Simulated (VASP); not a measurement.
A run of VASP 6.6.1 is set up as follows.

Contents of INCAR:

```
SYSTEM = Rh
PREC = Accurate
ENCUT = 520
EDIFF = 1E-8
ISMEAR = -1
SIGMA = 0.08
LREAL = .FALSE.
LASPH = .TRUE.
NELM = 100
ALGO = Normal
ISIF = 2
LWAVE = .FALSE.
LCHARG = .FALSE.
GGA = PE
LEFG = .TRUE.
NBANDS = 14
```

File KPOINTS:

```
regular mesh
0
G
  16 16 16
  0 0 0
```

The input POSCAR:

```
Rh
1.0
    0.0000000000      1.8951902535      1.8951902535
    1.8951902535      0.0000000000      1.8951902535
    1.8951902535      1.8951902535      0.0000000000
Rh
1
Direct
    0.0000000000      0.0000000000      0.0000000000
```

Potentials or basis: VASP PAW PBE potentials, release 64 (Rh_pv).

Command:

```sh
$ cat potpaw_PBE.64/Rh_pv/POTCAR > POTCAR
$ mpirun -np 1 vasp_std > vasp.out
```

Predict the pressure.

9.0 GPa.

Caveat: without QUAD_EFG the Cq values of the log hold for a quadrupole moment of 1 mb, not for the nuclei.
